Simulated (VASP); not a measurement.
# NiO: single point with PBEsol

NiO:

```
Ni O
1.0
     0.00000    2.05806    2.05806
     2.05806    0.00000    2.05806
     2.05806    2.05806    0.00000
Ni O
1 1
Cartesian
  0.0000 0.0000 0.0000
  2.0581 2.0581 2.0581
```

```yaml
Program: VASP 6.6.1
Task: single point
Functional: PBEsol
Potentials_or_basis: VASP PAW PBE potentials, release 64 (Ni, O)
Cutoff: 520 eV
k_mesh: 18 × 18 × 18
Occupations: gaussian, width 0.1 eV
Spin: collinear spin, ferromagnetic start
Starting_moments: "[0.89, 0.15] μB"
```

```
Pressure                                              : -1.3 GPa
Net moment                                            : 0.94 μB per cell
Site moments                                          : Ni +0.80; O +0.12 μB
Valence electrons inside the program's atomic spheres : Ni 9.13; O 4.94
```

Levels at points of the mesh, in eV from the Fermi level:
Spin up:
```tsv
k point	band 5	band 6	band 7	band 8	band 9	band 10	band 11	band 12	band 13	band 14
(0.00, 0.00, 0.00)	-2.43	-2.43	-2.34	-2.34	-2.34	1.72	17.74	19.19	19.19	19.19
(0.50, 0.00, 0.00)	-1.49	-1.49	-1.02	0.83	0.83	5.54	10.31	14.22	14.22	21.82
(0.50, 0.50, 0.00)	-3.38	-2.03	-1.39	-1.18	-1.18	6.43	10.68	12.38	17.01	17.01
```
Spin down:
```tsv
k point	band 6	band 7	band 8	band 9	band 10	band 11
(0.00, 0.00, 0.00)	-1.85	-1.85	-1.17	-1.17	1.91	17.73
(0.50, 0.00, 0.00)	-0.90	-0.51	1.83	1.83	5.64	10.58
(0.50, 0.50, 0.00)	-0.72	-0.63	-0.63	-0.09	6.68	10.86
```

Wall time 6.8 min on 1 thread of Intel(R) Xeon(R) 6975P-C (Granite Rapids), with other jobs on the host, peak memory 0.25 GiB.

Caveat: the PAW data sets were made with another functional, which shifts forces and pressure a little; a cell with one magnetic atom can't hold antiferromagnetic order, which such compounds often take; semilocal functionals often make such compounds metallic where correlation or magnetic order opens a gap, which also shifts bond lengths. With open d or f shells a metallic result of PBEsol can be an artefact of self-interaction; +U or a hybrid may open a gap.
